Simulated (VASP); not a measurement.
# C (Cmc2_1) in VASP: single point with LDA

Aim: the single point of C with LDA.

Program: VASP 6.6.1. These are calculated values, not measurements. Logs are shortened: lines on timing, memory, paths and dates and some standing lists are left out, and cuts for length are marked.

**1. The cell of the first run**

Symmetry: Cmc2_1, No. 36, orthorhombic system. Conventional cell: a = 2.490 Å, b = 4.312 Å, c = 8.214 Å, α = 90.00°, β = 90.00°, γ = 90.00°. Within 2.0 Å of C (site symmetry m) lie 4 C at 1.52 to 1.54 Å. C (site symmetry m) has 4 C at 1.52 to 1.53 Å within 2.0 Å. C (site symmetry m) has 4 C at 1.52 to 1.55 Å within 2.0 Å. C (site symmetry m) has 4 C at 1.52 to 1.55 Å within 2.0 Å.

**2. Single point, LDA (atoms displaced along a vibrational mode)**

INCAR reads:

```
SYSTEM = C
ALGO = Normal
EDIFF = 1E-6
ENCUT = 1300
GGA_COMPAT = .False.
ISIF = 2
ISMEAR = 0
LASPH = .True.
LCHARG = .False.
LREAL = .False.
LWAVE = .False.
NBANDS = 26
NELM = 120
PREC = Accurate
SIGMA = 0.05
```

KPOINTS reads:

```
k-points
0
Gamma
  12 12 4
  0 0 0
```

POSCAR reads:

```
C
1.0
    2.4896249417      0.0000000000      0.0000000000
   -1.2448124708      2.1560784454      0.0000000000
    0.0000000000      0.0000000000      8.2142660865
C
8
Direct
   -0.0132184430     -0.0264368860      0.0929365318
    0.0132184430      0.0264368860      0.5929365318
    0.0132184430      0.0264368860      0.4070634682
   -0.0132184430     -0.0264368860      0.9070634682
    0.3223814379      0.6447628759      0.1555443640
    0.6776185621      0.3552371241      0.6555443640
    0.3442852287      0.6885704574      0.3444556360
    0.6557147713      0.3114295426      0.8444556360
```

Potentials or basis: VASP PAW LDA potentials, release 64 (C_h).

The run is started by

```console
$ cat potpaw_LDA.64/C_h/POTCAR > POTCAR
$ mpirun -np 1 vasp_std > vasp.out
```

OUTCAR:

```text
SYSTEM = C
   EDIFF = 1E-6
   ENCUT = 1300
   ISIF = 2
   ISMEAR = 0
   LASPH = .True.
   LREAL = .False.
   NELM = 120
   PREC = Accurate

 ion  position               nearest neighbor table
   1  0.987  0.974  0.093-   5 1.52   5 1.52
   2  0.013  0.026  0.593-   6 1.52   6 1.52
   3  0.013  0.026  0.407-   7 1.52
   4  0.987  0.974  0.907-   8 1.52
   5  0.322  0.645  0.156-   1 1.52   1 1.52
   6  0.678  0.355  0.656-   2 1.52   2 1.52
   7  0.344  0.689  0.344-   3 1.52
   8  0.656  0.311  0.844-   4 1.52

  LATTYP: Found a hexagonal cell.
 ALAT       =     2.4896249417
 C/A-ratio  =     3.2993990175

  Lattice vectors:

 A1 = (   2.4896249417,   0.0000000000,   0.0000000000)
 A2 = (  -1.2448124708,   2.1560784454,   0.0000000000)
 A3 = (   0.0000000000,   0.0000000000,   8.2142660865)

Analysis of symmetry for initial positions (statically):
=====================================================================
 Subroutine PRICEL returns:
 Original cell was already a primitive cell.

 Routine SETGRP: Setting up the symmetry group for a
 hexagonal supercell.

 Subroutine GETGRP returns: Found  4 space group operations
 (whereof  2 operations were pure point group operations)
 out of a pool of 24 trial point group operations.

The static configuration has the point symmetry C_1h.
 The point group associated with its full space group is C_2v.

Analysis of symmetry for dynamics (positions and initial velocities):
=====================================================================
 Subroutine PRICEL returns:
 Original cell was already a primitive cell.

 Routine SETGRP: Setting up the symmetry group for a
 hexagonal supercell.

 Subroutine GETGRP returns: Found  4 space group operations
 (whereof  2 operations were pure point group operations)
 out of a pool of 24 trial point group operations.

The dynamic configuration has the point symmetry C_1h.
 The point group associated with its full space group is C_2v.

 Subroutine INISYM returns: Found  4 space group operations
 (whereof  2 operations are pure point group operations),
 and found     1 'primitive' translations

----------------------------------------------------------------------------------------

                                     Primitive cell

  volume of cell :      44.0928

  direct lattice vectors                    reciprocal lattice vectors
     2.489624942  0.000000000  0.000000000     0.401666927  0.231902508  0.000000000
    -1.244812471  2.156078445  0.000000000     0.000000000  0.463805017  0.000000000
     0.000000000  0.000000000  8.214266087     0.000000000  0.000000000  0.121739421

  length of vectors
     2.489624942  2.489624942  8.214266087     0.463805017  0.463805017  0.121739421

  position of ions in fractional coordinates (direct lattice)
     0.986781557  0.973563114  0.092936532
     0.013218443  0.026436886  0.592936532
     0.013218443  0.026436886  0.407063468
     0.986781557  0.973563114  0.907063468
     0.322381438  0.644762876  0.155544364
     0.677618562  0.355237124  0.655544364
     0.344285229  0.688570457  0.344455636
     0.655714771  0.311429543  0.844455636

  ion indices of the primitive-cell ions
   primitive index   ion index
                 1           1
                 2           2
                 3           3
                 4           4
                 5           5
                 6           6
                 7           7
                 8           8

----------------------------------------------------------------------------------------

 KPOINTS: k-points

Automatic generation of k-mesh.
 Grid dimensions read from file:
 generate k-points for:   12   12    4

 Generating k-lattice:

  Cartesian coordinates                     Fractional coordinates (reciprocal lattice)
     0.033472244  0.019325209  0.000000000     0.083333333 -0.000000000  0.000000000
     0.000000000  0.038650418  0.000000000     0.000000000  0.083333333  0.000000000
     0.000000000  0.000000000  0.030434855     0.000000000  0.000000000  0.250000000

  Length of vectors
     0.038650418  0.038650418  0.030434855

  Shift w.r.t. Gamma in fractional coordinates (k-lattice)
     0.000000000  0.000000000  0.000000000

 Subroutine IBZKPT returns following result:
 ===========================================

 Found    129 irreducible k-points:

 Following reciprocal coordinates:
            Coordinates               Weight
  0.000000  0.000000  0.000000      1.000000
  0.083333  0.000000  0.000000      4.000000
  0.000000  0.083333  0.000000      2.000000
  0.166667  0.000000  0.000000      4.000000
  0.000000  0.166667  0.000000      2.000000
  0.250000  0.000000  0.000000      4.000000
[... 16 lines left out ...]
 -0.083333  0.416667  0.000000      4.000000
 -0.416667  0.333333  0.000000      4.000000
 [... further k-points ...]
   k-points           NKPTS =    129   k-points in BZ     NKDIM =    129   number of bands    NBANDS=     26
   number of dos      NEDOS =    301   number of ions     NIONS =      8
   total plane-waves  NPLWV =  88200
   dimension x,y,z NGX =    30 NGY =   30 NGZ =   98
   dimension x,y,z NGXF=    60 NGYF=   60 NGZF=  196
   ions per type =               8
   NGX,Y,Z   is equivalent  to a cutoff of  20.03, 20.03, 19.83 a.u.
   NGXF,Y,Z  is equivalent  to a cutoff of  40.07, 40.07, 39.67 a.u.
 SYSTEM =  C
   PREC   = accura    normal or accurate (medium, high low for compatibility)
   ISTART =      0    job   : 0-new  1-cont  2-samecut
   ICHARG =      2    charge: 1-file 2-atom 10-const
   ISPIN  =      1    spin polarized calculation?
   LNONCOLLINEAR =      F non collinear calculations
   LSORBIT =      F    spin-orbit coupling
   LASPH  =      T    aspherical Exc in radial PAW
   ENCUT  = 1300.0 eV  95.55 Ry    9.77 a.u.   7.32  7.32 24.15*2*pi/ulx,y,z
   NELM   =    120;   NELMIN=  2; NELMDL= -5     # of ELM steps
   EDIFF  = 0.1E-05   stopping-criterion for ELM
   LREAL  =      F    real-space projection
[... 7 lines left out ...]
   TEBEG  =    0.0;   TEEND  =   0.0 temperature during run
   PSTRESS=    0.0 pullay stress
   NELECT =      32.0000    total number of electrons
   NUPDOWN=      -1.0000    fix difference up-down
   EMIN   =  10.00;   EMAX   =-10.00  energy-range for DOS
   EFERMI =   0.00;   METHOD = LEGACY
   ISMEAR =     0;   SIGMA  =   0.05  broadening in eV -4-tet -1-fermi 0-gaus
   EFERMI_NEDOS =   21; number of points for ismear=-14 and -15
   IALGO  =     38    algorithm
   IMIX   =      4    mixing-type and parameters
     AMIX     =   0.40;   BMIX     =  1.00
     AMIX_MAG =   1.60;   BMIX_MAG =  1.00
  volume/ion in A,a.u.               =       5.51        37.19
  Fermi-wavevector in a.u.,A,eV,Ry     =   1.471191  2.780148 29.448492  2.164403
  Thomas-Fermi vector in A             =   2.586357
   LORBIT       =      0    0 simple, 1 ext, 2 COOP (PROOUT), +10 PAW based schemes
   GGA     = CA    functional components
   LHFCALC =     F    Hartree Fock is set to
   AEXX    =    0.0000 exact exchange contribution
   IVDW    =     0    specifies the selected vdW correction
   LEPSILON=     F    determine dielectric tensor
   LRPA    =     F    only Hartree local field effects (RPA)
 non-spin polarized calculation
 Gauss-broadening in eV      SIGMA  =   0.05
  energy-cutoff  :     1300.00
  volume of cell :       44.09
 maximum number of plane-waves:      4764
 NGX is ok and might be reduce to    30
   NGX = 15   NGY = 15   NGZ = 49

 number of electron      32.0000000 magnetization

 Free energy of the ion-electron system (eV)
  ---------------------------------------------------
  ext. energy  EPLUGINS =         0.00000000
  ---------------------------------------------------
  free energy    TOTEN  =       -80.92182187 eV

  energy without entropy =      -80.92182187  energy(sigma->0) =      -80.92182187

 E-fermi :  11.6861     XC(G=0): -13.7914

 val. band max:       11.4563889740   @ k =   0.0000   0.0000   0.0000
 cond. band min:      16.0352570537   @ k =   0.0000   0.4167   0.0000
 fundamental gap:      4.5788680798
 Fermi energy:        11.6860799640

 k-point     1 :       0.0000    0.0000    0.0000
  band No.  band energies     occupation
      1     -10.3955      2.00000
      2      -8.7243      2.00000
      3      -8.6144      2.00000
      4      -4.5036      2.00000
      5      -2.3699      2.00000
      6       4.5123      2.00000
[... 18 lines left out ...]
     25      20.0752      0.00000
     26      20.5264      0.00000

 k-point     2 :       0.0833    0.0000    0.0000
  band No.  band energies     occupation
      1     -10.2206      2.00000
      2      -8.5519      2.00000
      3      -8.4427      2.00000
      4      -4.3492      2.00000
      5      -2.2039      2.00000
      6       4.6025      2.00000
[... 18 lines left out ...]
     25      20.3615      0.00000
     26      20.8967      0.00000

 k-point     3 :       0.0000    0.0833    0.0000
  band No.  band energies     occupation
      1     -10.2206      2.00000
      2      -8.5519      2.00000
      3      -8.4427      2.00000
      4      -4.3492      2.00000
      5      -2.2039      2.00000
      6       4.6025      2.00000
[... 18 lines left out ...]
     25      20.3839      0.00000
     26      20.8223      0.00000

 k-point     4 :       0.1667    0.0000    0.0000
  band No.  band energies     occupation
      1      -9.6974      2.00000
      2      -8.0364      2.00000
      3      -7.9296      2.00000
      4      -3.8879      2.00000
      5      -1.7166      2.00000
      6       4.7996      2.00000
[... 18 lines left out ...]
     25      21.0201      0.00000
     26      22.1272      0.00000

 k-point     5 :       0.0000    0.1667    0.0000
  band No.  band energies     occupation
      1      -9.6974      2.00000
      2      -8.0365      2.00000
      3      -7.9296      2.00000
      4      -3.8880      2.00000
      5      -1.7164      2.00000
      6       4.7995      2.00000
[... 18 lines left out ...]
     25      20.9793      0.00000
     26      22.0512      0.00000

 k-point     6 :       0.2500    0.0000    0.0000
  band No.  band energies     occupation
      1      -8.8319      2.00000
      2      -7.1846      2.00000
      3      -7.0832      2.00000
      4      -3.1267      2.00000
      5      -0.9579      2.00000
      6       3.1148      2.00000
[... 427 lines left out ...]
 k-point    21 :      -0.3333    0.2500    0.0000
  band No.  band energies     occupation
      1      -8.1465      2.00000
      2      -6.5111      2.00000
      3      -6.4158      2.00000
      4      -2.5273      2.00000
      5      -0.4441      2.00000
      6       1.9976      2.00000
[... 18 lines left out ...]
     25      22.4697      0.00000
     26      22.6438      0.00000

 k-point    22 :       0.3333    0.0833    0.0000
  band No.  band energies     occupation
      1      -6.8023      2.00000
      2      -5.1953      2.00000
      3      -5.1272      2.00000
      4      -1.3958      2.00000
      5      -0.7975      2.00000
      6       0.4712      2.00000
[... 18 lines left out ...]
     25      23.0281      0.00000
     26      23.5764      0.00000

 k-point    23 :      -0.0833    0.4167    0.0000
  band No.  band energies     occupation
      1      -6.8020      2.00000
      2      -5.1972      2.00000
      3      -5.1249      2.00000
      4      -1.3992      2.00000
      5      -0.7957      2.00000
      6       0.4623      2.00000
[... 18 lines left out ...]
     25      23.0048      0.00000
     26      23.4080      0.00000

 k-point    24 :      -0.4167    0.3333    0.0000
  band No.  band energies     occupation
      1      -6.8023      2.00000
      2      -5.1956      2.00000
      3      -5.1268      2.00000
      4      -1.3959      2.00000
      5      -0.7970      2.00000
      6       0.4683      2.00000
[... 18 lines left out ...]
     25      23.0110      0.00000
     26      23.4308      0.00000

 [... further k-points ...]
[... 5 lines left out ...]
  --------------------------------------------------------------------------------------
  -------------------------------------------------------------------------------------
  Total        0.3353865      0.2134172      0.3022897      0.0000000      0.0000000      0.0000000
  in kB       12.1867793      7.7548394     10.9841575      0.0000000      0.0000000      0.0000000
  external PRESSURE =      10.3085921 kB  Pullay stress =       0.0000000 kB

 VOLUME and BASIS-vectors are now :
 -----------------------------------------------------------------------------
  energy-cutoff  :     1300.00
  volume of cell :       44.09
      direct lattice vectors                 reciprocal lattice vectors
     2.489624942  0.000000000  0.000000000     0.401666927  0.231902508  0.000000000
    -1.244812471  2.156078445  0.000000000     0.000000000  0.463805017  0.000000000
     0.000000000  0.000000000  8.214266087     0.000000000  0.000000000  0.121739421

 POSITION                                       TOTAL-FORCE (eV/Angst)
 -----------------------------------------------------------------------------------
      1.24481      2.09908      0.76341         0.000000      0.382206      0.001399
      0.00000      0.05700      4.87054        -0.000000     -0.382206      0.001399
      0.00000      0.05700      3.34373        -0.000000     -0.402130     -0.001085
      1.24481      2.09908      7.45086         0.000000      0.402130     -0.001085
     -0.00000      1.39016      1.27768         0.000000      0.335176      0.010206
      1.24481      0.76592      5.38482        -0.000000     -0.335176      0.010206
      0.00000      1.48461      2.82945        -0.000000     -0.308071     -0.010521
      1.24481      0.67147      6.93658         0.000000      0.308071     -0.010521
 -----------------------------------------------------------------------------------
    total drift:                                0.000000      0.000000      0.000000

  FREE ENERGIE OF THE ION-ELECTRON SYSTEM (eV)
  ---------------------------------------------------
  free  energy   TOTEN  =       -80.9218218666 eV

  energy  without entropy=      -80.9218218666  energy(sigma->0) =      -80.92182187
```

It took 5 min on 1 thread of Intel Xeon Platinum 8488C (Sapphire Rapids), shared host; peak memory 0.49 GiB.

Results:

```
Free energy            : -80.9218 eV
Pressure               : 1.0 GPa
Largest force          : 0.402 eV/Å
Band gap on the k mesh : 4.58 eV (least direct gap 5.33 eV)
```

Forces in eV/Å, atoms in the order of the input:
```
C    0.000  0.382  0.001
C    0.000 -0.382  0.001
C    0.000 -0.402 -0.001
C    0.000  0.402 -0.001
C    0.000  0.335  0.010
C    0.000 -0.335  0.010
C    0.000 -0.308 -0.011
C    0.000  0.308 -0.011
```

Caveat: the cell differs from its parent crystal (atoms displaced along a vibrational mode). A k mesh can miss the band edges.
